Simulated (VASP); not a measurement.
# Ce (Im-3m) in VASP: further runs

The runs below take Ce through single point, with PBE.

Everything below comes from runs of VASP 6.6.1. Logs are shortened: lines on timing, memory, paths and dates and some standing lists are left out, and cuts for length are marked.

## 1. The cell of the first run

It takes space group Im-3m (No. 229, cubic). The conventional cell has a = 3.887 Å, b = 3.887 Å, c = 3.887 Å, α = 90.00°, β = 90.00°, γ = 90.00°. Within 4.4 Å of Ce (site symmetry m-3m) lie 14 Ce at 3.37 to 3.89 Å.

## 2. Single point, PBE

Contents of INCAR:

```
  PREC = Accurate
  ENCUT = 520
  EDIFF = 1E-6
  ISMEAR = -1
  SIGMA = 0.05
  LREAL = F
  LASPH = T
  NELM = 100
  ALGO = Normal
  ISIF = 2
  LWAVE = F
  LCHARG = F
  GGA = PE
  NBANDS = 12
```

Contents of KPOINTS:

```
Automatic mesh
0
Gamma
  10 10 10
```

Contents of POSCAR:

```
Ce
1.0
   -1.9432985503      1.9432985503      1.9432985503
    1.9432985503     -1.9432985503      1.9432985503
    1.9432985503      1.9432985503     -1.9432985503
Ce
1
Direct
    0.0000000000      0.0000000000      0.0000000000
```

Potentials or basis: VASP PAW PBE potentials, release 64 (Ce).

Command:

```console
cat potpaw_PBE.64/Ce/POTCAR > POTCAR
mpirun -np 1 vasp_std > vasp.out
```

OUTCAR:

```text
PREC = Accurate
   ENCUT = 520
   EDIFF = 1E-6
   ISMEAR = -1
   LREAL = F
   LASPH = T
   NELM = 100
   ISIF = 2
   GGA = PE

 ion  position               nearest neighbor table
   1  0.000  0.000  0.000-

  LATTYP: Found a body centered cubic cell.
 ALAT       =     3.8865971006

  Lattice vectors:

 A1 = (  -1.9432985503,   1.9432985503,   1.9432985503)
 A2 = (   1.9432985503,  -1.9432985503,   1.9432985503)
 A3 = (   1.9432985503,   1.9432985503,  -1.9432985503)

Analysis of symmetry for initial positions (statically):
=====================================================================
 Subroutine PRICEL returns:
 Original cell was already a primitive cell.

 Routine SETGRP: Setting up the symmetry group for a
 body centered cubic supercell.

 Subroutine GETGRP returns: Found 48 space group operations
 (whereof 48 operations were pure point group operations)
 out of a pool of 48 trial point group operations.

The static configuration has the point symmetry O_h .

Analysis of symmetry for dynamics (positions and initial velocities):
=====================================================================
 Subroutine PRICEL returns:
 Original cell was already a primitive cell.

 Routine SETGRP: Setting up the symmetry group for a
 body centered cubic supercell.

 Subroutine GETGRP returns: Found 48 space group operations
 (whereof 48 operations were pure point group operations)
 out of a pool of 48 trial point group operations.

The dynamic configuration has the point symmetry O_h .

 Subroutine INISYM returns: Found 48 space group operations
 (whereof 48 operations are pure point group operations),
 and found     1 'primitive' translations

----------------------------------------------------------------------------------------

                                     Primitive cell

  volume of cell :      29.3548

  direct lattice vectors                    reciprocal lattice vectors
    -1.943298550  1.943298550  1.943298550     0.000000000  0.257294485  0.257294485
     1.943298550 -1.943298550  1.943298550     0.257294485  0.000000000  0.257294485
     1.943298550  1.943298550 -1.943298550     0.257294485  0.257294485  0.000000000

  length of vectors
     3.365891823  3.365891823  3.365891823     0.363869350  0.363869350  0.363869350

  position of ions in fractional coordinates (direct lattice)
     0.000000000  0.000000000  0.000000000

  ion indices of the primitive-cell ions
   primitive index   ion index
                 1           1
[... 79 lines left out ...]
   ISYM   =      2    0-nonsym 1-usesym 2-fastsym
   POTIM  = 0.5000    time-step for ionic-motion
   TEBEG  =    0.0;   TEEND  =   0.0 temperature during run
   PSTRESS=    0.0 pullay stress
   NELECT =      12.0000    total number of electrons
   NUPDOWN=      -1.0000    fix difference up-down
   EMIN   =  10.00;   EMAX   =-10.00  energy-range for DOS
   EFERMI =   0.00;   METHOD = LEGACY
   ISMEAR =    -1;   SIGMA  =   0.05  broadening in eV -4-tet -1-fermi 0-gaus
   EFERMI_NEDOS =   21; number of points for ismear=-14 and -15
   IALGO  =     38    algorithm
   IMIX   =      4    mixing-type and parameters
     AMIX     =   0.40;   BMIX     =  1.00
     AMIX_MAG =   1.60;   BMIX_MAG =  1.00
  volume/ion in A,a.u.               =      29.35       198.10
  Fermi-wavevector in a.u.,A,eV,Ry     =   1.214998  2.296014 20.085209  1.476221
  Thomas-Fermi vector in A             =   2.350400
   LORBIT       =      0    0 simple, 1 ext, 2 COOP (PROOUT), +10 PAW based schemes
   GGA     = PE    functional components
   LHFCALC =     F    Hartree Fock is set to
   AEXX    =    0.0000 exact exchange contribution
   IVDW    =     0    specifies the selected vdW correction
   LEPSILON=     F    determine dielectric tensor
   LRPA    =     F    only Hartree local field effects (RPA)
 non-spin polarized calculation
  energy-cutoff  :      520.00
  volume of cell :       29.35
 maximum number of plane-waves:       802
 NGX is ok and might be reduce to    28
   NGX = 13   NGY = 13   NGZ = 13

 number of electron      12.0000000 magnetization

 Free energy of the ion-electron system (eV)
  ---------------------------------------------------
  ext. energy  EPLUGINS =         0.00000000
  ---------------------------------------------------
  free energy    TOTEN  =        -5.69975809 eV

  energy without entropy =       -5.65729443  energy(sigma->0) =       -5.67852626

 E-fermi :   8.2235     XC(G=0): -10.7908

 val. band max:        8.2225460768   @ k =  -0.4000   0.5000   0.2000
 cond. band min:       8.2369446918   @ k =   0.1000   0.1000   0.0000
 fundamental gap:      0.0143986150
 Fermi energy:         8.2234725456

 k-point     1 :       0.0000    0.0000    0.0000
  band No.  band energies     occupation
      1     -26.4263      2.00000
      2      -7.9812      2.00000
      3      -7.9812      2.00000
      4      -7.9812      2.00000
      5       5.2038      2.00000
      6       8.3294      0.21446
      7       8.3294      0.21446
      8       8.3294      0.21446
      9       9.0710      0.00000
     10       9.0710      0.00000
     11       9.0710      0.00000
     12       9.2870      0.00000
[... 331 lines left out ...]
 k-point    24 :      -0.3000    0.3000    0.1000
  band No.  band energies     occupation
      1     -26.1507      2.00000
      2      -9.4422      2.00000
      3      -8.5095      2.00000
      4      -8.1731      2.00000
      5       6.9484      2.00000
      6       8.1204      1.77417
      7       8.2466      0.77288
      8       8.5764      0.00172
      9       8.7125      0.00011
     10       8.8257      0.00001
     11       8.9668      0.00000
     12       9.0159      0.00000

 [... further k-points ...]

------------------------ aborting loop because EDIFF is reached ----------------------------------------

  FORCE on cell =-STRESS in cart. coord.  units (eV):
  Direction    XX          YY          ZZ          XY          YZ          ZX
  --------------------------------------------------------------------------------------
  -------------------------------------------------------------------------------------
  Total       -0.3872906     -0.3872906     -0.3872906      0.0000000      0.0000000      0.0000000
  in kB      -21.1382444    -21.1382444    -21.1382444      0.0000000      0.0000000      0.0000000
  external PRESSURE =     -21.1382444 kB  Pullay stress =       0.0000000 kB

 VOLUME and BASIS-vectors are now :
 -----------------------------------------------------------------------------
  energy-cutoff  :      520.00
  volume of cell :       29.35
      direct lattice vectors                 reciprocal lattice vectors
    -1.943298550  1.943298550  1.943298550     0.000000000  0.257294485  0.257294485
     1.943298550 -1.943298550  1.943298550     0.257294485  0.000000000  0.257294485
     1.943298550  1.943298550 -1.943298550     0.257294485  0.257294485  0.000000000

 POSITION                                       TOTAL-FORCE (eV/Angst)
 -----------------------------------------------------------------------------------
      0.00000      0.00000      0.00000        -0.000000      0.000000     -0.000000
 -----------------------------------------------------------------------------------
    total drift:                                0.000000      0.000000      0.000000

  FREE ENERGIE OF THE ION-ELECTRON SYSTEM (eV)
  ---------------------------------------------------
  free  energy   TOTEN  =        -5.6997580940 eV

  energy  without entropy=       -5.6572944272  energy(sigma->0) =       -5.67852626
```

Wall time 24 s (1 thread of AMD EPYC 7R43 (Zen 3), shared host); peak memory 0.14 GiB.

Results:

```yaml
Free_energy: -5.6998 eV
Pressure: -2.1 GPa
Band_gap_on_the_k_mesh: zero (band 6 reaches 8.60 eV, above the bottom of band 7 at 8.04 eV)
```

Caveat: spin-orbit coupling is left out, which moves the levels of the heavy elements.

## 3. Single point, PBE, collinear spin, ferromagnetic start

Contents of INCAR:

```
SYSTEM = Ce
PREC     = Accurate       ! precision mode
ENCUT    = 520            ! plane-wave cutoff, eV
EDIFF    = 1E-6           ! SCF threshold, eV
ISMEAR   = -1             ! smearing method
SIGMA    = 0.05           ! smearing width, eV
LREAL    = .False.        ! projectors in reciprocal space
LASPH    = .True.         ! aspherical terms in the spheres
NELM     = 150            ! most SCF steps
ALGO     = Normal         ! electronic algorithm
ISIF     = 2              ! what is computed and relaxed
LWAVE    = .False.        ! write WAVECAR
LCHARG   = .True.         ! write CHGCAR
ISPIN    = 2              ! spin polarisation
MAGMOM   = 1              ! initial moments
LORBIT   = 11             ! projections on sites
LMAXMIX  = 6              ! l up to which the mixer works
GGA      = PE             ! functional
LELF     = .True.         ! ELF
LVHAR    = .True.       
NBANDS   = 16             ! bands
```

Contents of KPOINTS:

```
Automatic mesh
0
Gamma
  10 10 10
  0 0 0
```

POSCAR is that of step 2.

Potentials or basis: VASP PAW PBE potentials, release 64 (Ce).

Command:

```console
cat potpaw_PBE.64/Ce/POTCAR > POTCAR
mpirun -np 1 vasp_std > vasp.out
```

OUTCAR:

```text
SYSTEM = Ce
   PREC = Accurate
   ENCUT = 520
   EDIFF = 1E-6
   ISMEAR = -1
   LREAL = .False.
   LASPH = .True.
   NELM = 150
   ISIF = 2
   ISPIN = 2
   LORBIT = 11
   GGA = PE

 ion  position               nearest neighbor table
   1  0.000  0.000  0.000-

  LATTYP: Found a body centered cubic cell.
 ALAT       =     3.8865971006

  Lattice vectors:

 A1 = (  -1.9432985503,   1.9432985503,   1.9432985503)
 A2 = (   1.9432985503,  -1.9432985503,   1.9432985503)
 A3 = (   1.9432985503,   1.9432985503,  -1.9432985503)

Analysis of symmetry for initial positions (statically):
=====================================================================
 Subroutine PRICEL returns:
 Original cell was already a primitive cell.

 Routine SETGRP: Setting up the symmetry group for a
 body centered cubic supercell.

 Subroutine GETGRP returns: Found 48 space group operations
 (whereof 48 operations were pure point group operations)
 out of a pool of 48 trial point group operations.

The static configuration has the point symmetry O_h .

Analysis of symmetry for dynamics (positions and initial velocities):
=====================================================================
 Subroutine PRICEL returns:
 Original cell was already a primitive cell.

 Routine SETGRP: Setting up the symmetry group for a
 body centered cubic supercell.

 Subroutine GETGRP returns: Found 48 space group operations
 (whereof 48 operations were pure point group operations)
 out of a pool of 48 trial point group operations.

The dynamic configuration has the point symmetry O_h .

Analysis of structural, dynamic, and magnetic symmetry:
=====================================================================
 Subroutine PRICEL returns:
 Original cell was already a primitive cell.

 Routine SETGRP: Setting up the symmetry group for a
 body centered cubic supercell.

 Subroutine GETGRP returns: Found 48 space group operations
 (whereof 48 operations were pure point group operations)
 out of a pool of 48 trial point group operations.

The overall configuration has the point symmetry O_h .

 Subroutine INISYM returns: Found 48 space group operations
 (whereof 48 operations are pure point group operations),
 and found     1 'primitive' translations

----------------------------------------------------------------------------------------

                                     Primitive cell

  volume of cell :      29.3548

  direct lattice vectors                    reciprocal lattice vectors
    -1.943298550  1.943298550  1.943298550     0.000000000  0.257294485  0.257294485
     1.943298550 -1.943298550  1.943298550     0.257294485  0.000000000  0.257294485
     1.943298550  1.943298550 -1.943298550     0.257294485  0.257294485  0.000000000

  length of vectors
     3.365891823  3.365891823  3.365891823     0.363869350  0.363869350  0.363869350

  position of ions in fractional coordinates (direct lattice)
     0.000000000  0.000000000  0.000000000

  ion indices of the primitive-cell ions
   primitive index   ion index
                 1           1

----------------------------------------------------------------------------------------

 KPOINTS: Automatic mesh

Automatic generation of k-mesh.
 Grid dimensions read from file:
 generate k-points for:   10   10   10
[... 53 lines left out ...]
   NGXF,Y,Z  is equivalent  to a cutoff of  27.66, 27.66, 27.66 a.u.
 SYSTEM =  Ce
   PREC   = accura    normal or accurate (medium, high low for compatibility)
   ISTART =      0    job   : 0-new  1-cont  2-samecut
   ICHARG =      2    charge: 1-file 2-atom 10-const
   ISPIN  =      2    spin polarized calculation?
   LNONCOLLINEAR =      F non collinear calculations
   LSORBIT =      F    spin-orbit coupling
   LASPH  =      T    aspherical Exc in radial PAW
   ENCUT  =  520.0 eV  38.22 Ry    6.18 a.u.   6.26  6.26  6.26*2*pi/ulx,y,z
   NELM   =    150;   NELMIN=  2; NELMDL= -5     # of ELM steps
   EDIFF  = 0.1E-05   stopping-criterion for ELM
   LREAL  =      F    real-space projection
   EDIFFG = 0.1E-04   stopping-criterion for IOM
   NSW    =      0    number of steps for IOM
   IBRION =     -1    ionic relax: 0-MD 1-quasi-New 2-CG
   NFREE  =      0    steps in history (QN), initial steepest desc. (CG)
   ISIF   =      2    stress and relaxation
   ISYM   =      2    0-nonsym 1-usesym 2-fastsym
   POTIM  = 0.5000    time-step for ionic-motion
   TEBEG  =    0.0;   TEEND  =   0.0 temperature during run
   PSTRESS=    0.0 pullay stress
   NELECT =      12.0000    total number of electrons
   NUPDOWN=      -1.0000    fix difference up-down
   EMIN   =  10.00;   EMAX   =-10.00  energy-range for DOS
   EFERMI =   0.00;   METHOD = LEGACY
   ISMEAR =    -1;   SIGMA  =   0.05  broadening in eV -4-tet -1-fermi 0-gaus
   EFERMI_NEDOS =   21; number of points for ismear=-14 and -15
   IALGO  =     38    algorithm
   IMIX   =      4    mixing-type and parameters
     AMIX     =   0.40;   BMIX     =  1.00
     AMIX_MAG =   1.60;   BMIX_MAG =  1.00
  volume/ion in A,a.u.               =      29.35       198.10
  Fermi-wavevector in a.u.,A,eV,Ry     =   1.214998  2.296014 20.085209  1.476221
  Thomas-Fermi vector in A             =   2.350400
   LORBIT       =     11    0 simple, 1 ext, 2 COOP (PROOUT), +10 PAW based schemes
   GGA     = PE    functional components
   LHFCALC =     F    Hartree Fock is set to
   AEXX    =    0.0000 exact exchange contribution
   IVDW    =     0    specifies the selected vdW correction
   LEPSILON=     F    determine dielectric tensor
   LRPA    =     F    only Hartree local field effects (RPA)
 spin polarized calculation
  energy-cutoff  :      520.00
  volume of cell :       29.35
 maximum number of plane-waves:       802
 NGX is ok and might be reduce to    28
   NGX = 13   NGY = 13   NGZ = 13

 number of electron      12.0000000 magnetization       1.0003798

 Free energy of the ion-electron system (eV)
  ---------------------------------------------------
  ext. energy  EPLUGINS =         0.00000000
  ---------------------------------------------------
  free energy    TOTEN  =        -5.70647511 eV

  energy without entropy =       -5.66233114  energy(sigma->0) =       -5.68440312

 E-fermi :   8.2784     XC(G=0): -10.7802

 val. band max:        8.2779304496   @ k =   0.3000   0.2000   0.0000
 cond. band min:       8.2802273582   @ k =  -0.3000   0.5000   0.1000
 fundamental gap:      0.0022969085
 Fermi energy:         8.2783808436

 spin component 1

 k-point     1 :       0.0000    0.0000    0.0000
  band No.  band energies     occupation
      1     -26.5371      1.00000
      2      -8.0888      1.00000
      3      -8.0888      1.00000
      4      -8.0888      1.00000
      5       5.0209      1.00000
      6       8.1943      0.84324
[... 435 lines left out ...]
      5       6.7822      1.00000
      6       7.9905      0.99685
[... 8 lines left out ...]
     15      11.8900      0.00000
     16      13.4670      0.00000

 [... further k-points ...]

 spin component 2

 k-point     1 :       0.0000    0.0000    0.0000
  band No.  band energies     occupation
      1     -26.1602      1.00000
      2      -7.7467      1.00000
      3      -7.7467      1.00000
      4      -7.7467      1.00000
      5       5.4126      1.00000
      6       8.7504      0.00008
[... 435 lines left out ...]
      5       7.1590      1.00000
      6       8.4556      0.02810
[... 8 lines left out ...]
     15      12.2417      0.00000
     16      13.8473      0.00000

 [... further k-points ...]

------------------------ aborting loop because EDIFF is reached ----------------------------------------

  FORCE on cell =-STRESS in cart. coord.  units (eV):
  Direction    XX          YY          ZZ          XY          YZ          ZX
  --------------------------------------------------------------------------------------
  -------------------------------------------------------------------------------------
  Total       -0.1414225     -0.1414225     -0.1414225      0.0000000      0.0000000     -0.0000000
  in kB       -7.7188155     -7.7188155     -7.7188155      0.0000000      0.0000000     -0.0000000
  external PRESSURE =      -7.7188155 kB  Pullay stress =       0.0000000 kB

 VOLUME and BASIS-vectors are now :
 -----------------------------------------------------------------------------
  energy-cutoff  :      520.00
  volume of cell :       29.35
      direct lattice vectors                 reciprocal lattice vectors
    -1.943298550  1.943298550  1.943298550     0.000000000  0.257294485  0.257294485
     1.943298550 -1.943298550  1.943298550     0.257294485  0.000000000  0.257294485
     1.943298550  1.943298550 -1.943298550     0.257294485  0.257294485  0.000000000

 POSITION                                       TOTAL-FORCE (eV/Angst)
 -----------------------------------------------------------------------------------
      0.00000      0.00000      0.00000         0.000000      0.000000     -0.000000
 -----------------------------------------------------------------------------------
    total drift:                                0.000000      0.000000      0.000000

  FREE ENERGIE OF THE ION-ELECTRON SYSTEM (eV)
  ---------------------------------------------------
  free  energy   TOTEN  =        -5.7064751093 eV

  energy  without entropy=       -5.6623311391  energy(sigma->0) =       -5.68440312

 total charge

# of ion       s       p       d       f       tot
--------------------------------------------------
    1        2.090   5.583   1.141   0.998   9.811

 magnetization (x)

# of ion       s       p       d       f       tot
--------------------------------------------------
    1        0.005   0.007   0.159   0.616   0.787
```

Run time: 90 s. Hardware: 1 thread of AMD EPYC 7R43 (Zen 3), shared host; peak memory 0.16 GiB.

What came out:

| Property | Result |
| --- | --- |
| Free energy | -5.7065 eV |
| Pressure | -0.8 GPa |
| Net moment | 1.00 μB per cell |
| Site moments | Ce +0.79 μB |
| Valence electrons inside the program's atomic spheres | Ce 9.81 |

Caveat: the magnetic or orbital state may not be the lowest; spin-orbit coupling is left out, which moves the levels of the heavy elements.

## 4. Single point, PBE, collinear spin, ferromagnetic start

Contents of INCAR:

```
PREC = Accurate
ENCUT = 520
EDIFF = 1E-7
ISMEAR = -1
SIGMA = 0.05
LREAL = False
LASPH = True
NELM = 150
ALGO = Normal
ISIF = 2
LWAVE = False
LCHARG = False
ISPIN = 2
MAGMOM = 1.01
LORBIT = 11
LMAXMIX = 6
GGA = PE
NBANDS = 16
```

Contents of KPOINTS:

```
regular mesh
0
Gamma
  10 10 10
```

POSCAR is that of step 3.

Command:

```console
cat potpaw_PBE.64/Ce/POTCAR > POTCAR
mpirun -np 1 vasp_std > vasp.out
```

Wall time 2 min (1 thread of AMD EPYC 7R43 (Zen 3), shared host); peak memory 0.17 GiB.

Results (log left out):

| Quantity | Value |
| --- | --- |
| Free energy | -5.7065 eV |
| Pressure | -0.8 GPa |
| Net moment | 1.00 μB per cell |
| Site moments | Ce +0.79 μB |
| Valence electrons inside the program's atomic spheres | Ce 9.81 |

Levels at points of the mesh, in eV from the Fermi level:
Spin up:
```
           k point  band 4  band 5  band 6  band 7  band 8  band 9
(0.00, 0.00, 0.00)  -16.37   -3.26   -0.08   -0.08   -0.08    0.78
(0.50, 0.00, 0.00)  -16.41   -2.25   -0.53   -0.01    0.23    0.41
(0.50, 0.50, 0.50)  -17.82   -2.56   -2.56    0.18    0.41    0.41
```
Spin down:
| k point | band 3 | band 4 | band 5 | band 6 | band 7 | band 8 | band 9 | band 10 |
| --- | --- | --- | --- | --- | --- | --- | --- | --- |
| (0.00, 0.00, 0.00) | -16.03 | -16.03 | -2.87 | 0.47 | 0.47 | 0.47 | 1.13 | 1.13 |
| (0.50, 0.00, 0.00) | -16.70 | -16.07 | -1.89 | -0.13 | 0.48 | 0.63 | 0.75 | 1.09 |
| (0.50, 0.50, 0.50) | -17.47 | -17.47 | -2.27 | -2.27 | 0.52 | 0.76 | 0.76 | 0.76 |

Caveat: the magnetic or orbital state may not be the lowest; spin-orbit coupling is left out, which moves the levels of the heavy elements. The state reached can hang on the start; a lower one may exist.

[end of part 1 of 2]
